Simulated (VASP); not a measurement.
**InGa3As4: single point with PBE**

InGa3As4:

```xyz
8
Lattice="5.8704 0.0000 0.0000 0.0000 5.8704 0.0000 0.0000 0.0000 5.8704" Properties=species:S:1:pos:R:3 pbc="T T T"
In    2.9352    2.9352    2.9352
Ga    2.9352    0.0000    0.0000
Ga    0.0000    0.0000    2.9352
Ga    0.0000    2.9352    0.0000
As    1.4112    4.4592    1.4112
As    1.4112    1.4112    4.4592
As    4.4592    4.4592    4.4592
As    4.4592    1.4112    1.4112
```

* Program: VASP 6.6.1
* Task: single point
* Functional: PBE
* Potentials or basis: VASP PAW PBE potentials, release 64 (In_d, Ga_d, As)
* Cutoff: 520 eV
* k mesh: 4 × 4 × 4
* Occupations: gaussian, width 0.1 eV
* Spin: no spin polarisation
* Dipole correction: no
* Further INCAR settings: ALGO = Normal; EDIFF = 1e-07; NBANDS = 46

- Pressure: -0.1 GPa
- Largest force: 0.046 eV/Å
- Band gap on the k mesh: zero (filled and empty bands touch)

Forces in eV/Å, atoms in the order of the input:
```
In   0.000  0.000  0.000
Ga   0.000  0.000  0.000
Ga   0.000  0.000  0.000
Ga   0.000  0.000  0.000
As   0.026 -0.026  0.026
As   0.026  0.026 -0.026
As  -0.026 -0.026 -0.026
As  -0.026  0.026  0.026
```

Levels at points of the mesh, in eV from the Fermi level:
| k point | band 34 | band 35 | band 36 | band 37 | band 38 | band 39 |
| --- | --- | --- | --- | --- | --- | --- |
| (0.00, 0.00, 0.00) | -0.22 | -0.03 | -0.03 | -0.03 | 1.57 | 1.57 |
| (0.50, 0.00, 0.00) | -1.67 | -1.32 | -1.32 | 1.97 | 2.05 | 2.82 |
| (0.50, 0.50, 0.00) | -1.11 | -0.95 | -0.95 | 2.24 | 2.24 | 2.76 |
| (0.50, 0.50, 0.50) | -0.80 | -0.80 | -0.80 | 0.65 | 0.65 | 0.65 |

It took 78 s on 1 thread of Intel(R) Xeon(R) Platinum 8375C CPU @ 2.90GHz (Ice Lake), with other jobs on the host, peak memory 0.37 GiB.

Caveat: spin-orbit coupling is left out, which moves the levels of the heavy elements.
